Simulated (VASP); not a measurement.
Wanted: the native input for a VASP 6.6.1 run.

```
Task                   : single point
Functional             : PBE
Potentials or basis    : VASP PAW PBE potentials, release 64 (Ba_sv, Ti_sv, O, H)
Cutoff                 : 520 eV
k mesh                 : 2 × 2 × 1
Occupations            : fermi-dirac, width 0.05 eV
Spin                   : collinear spin
Starting moments       : [0.0, 0.0, 0.0, 0.0, -0.24, 0.0, 0.0, 0.0, 0.0, 0.0, 0.0, 0.0, 0.0, 0.0, 0.0, 0.0] μB
Dipole correction      : no
Further INCAR settings : LREAL = Auto; ALGO = Normal; EDIFF = 1e-06; NBANDS = 78
```

The structure of Ba3Ti3HO9 lies in POSCAR:

```
Ba3Ti3HO9
1.0
    5.6547330000      0.0000000000      0.0000000000
    0.0000000000      6.9551800000      0.0000000000
    0.0000000000      0.0000000000     17.0664240000
Ba Ti O H
3 3 9 1
Direct
    0.0000000000      0.0000000000      0.0585945831
   -0.0135461745      0.3224215621      0.2650936130
    0.4717464114      0.6354400605      0.1403340266
    0.4653446944      0.1258774036      0.1579416989
    0.0000000000      0.4845021984      0.0585945831
    0.9649792484      0.8061904940      0.2394526235
    0.7797008276     -0.0106107966      0.2015653660
    0.5000059242      0.0115597296      0.0602996855
    0.2454580968     -0.0152404395      0.1993797881
    0.1493085527      0.3010130579      0.1164391556
    0.6021504464      0.3594730834      0.2021571713
    0.7508046799      0.3896232736      0.0263558435
    0.2277914802      0.6389769927      0.2913732836
   -0.0130333298      0.6705362047      0.1344159737
    0.7660485473      0.6750795810      0.2859474252
    0.4091263018      0.6079497583      0.2924104077
```

One way to write it, as run:

INCAR

```
PREC = Accurate
ENCUT = 520
EDIFF = 1E-6
ISMEAR = -1
SIGMA = 0.05
LREAL = Auto
LASPH = True
NELM = 150
ALGO = Normal
ISIF = 2
LWAVE = False
LCHARG = True
ISPIN = 2
MAGMOM = 0 0 0 0 -0.24 0 0 0 0 0 0 0 0 0 0 0
LORBIT = 11
LMAXMIX = 4
GGA = PE
LELF = True
LVHAR = True
NBANDS = 78
```

KPOINTS

```
Automatic mesh
0
Gamma
  2 2 1
```

Potentials or basis: VASP PAW PBE potentials, release 64 (Ba_sv, Ti_sv, O, H).

Command:

```sh
$ cat potpaw_PBE.64/Ba_sv/POTCAR potpaw_PBE.64/Ti_sv/POTCAR potpaw_PBE.64/O/POTCAR potpaw_PBE.64/H/POTCAR > POTCAR
$ mpirun -np 1 vasp_std > vasp.out
```

It gave:

```
Largest force                                         : 3.406 eV/Å
Band gap on the k mesh                                : 0.95 eV (least direct gap 0.98 eV)
Net moment                                            : -1.00 μB per cell
Site moments                                          : Ba -0.02, -0.00 (each value once); Ti -0.00, -0.41 (each value once); O -0.00, +0.00, +0.01, +0.02 (each value once); H -0.00 μB
Valence electrons inside the program's atomic spheres : Ba 7.98, 7.96, 8.03; Ti 10.42, 10.77, 10.63; O 5.05, 4.96, 5.07, 5.03, 5.00, 5.06 (each value once); H 0.62
```

Caveat: the k points lie up to 0.56 Å⁻¹ apart; spin-orbit coupling is left out, which moves the levels of the heavy elements.

Wall time 14 min on 1 thread of Intel(R) Xeon(R) Platinum 8488C (Sapphire Rapids) (shared host), peak memory 1 GiB.
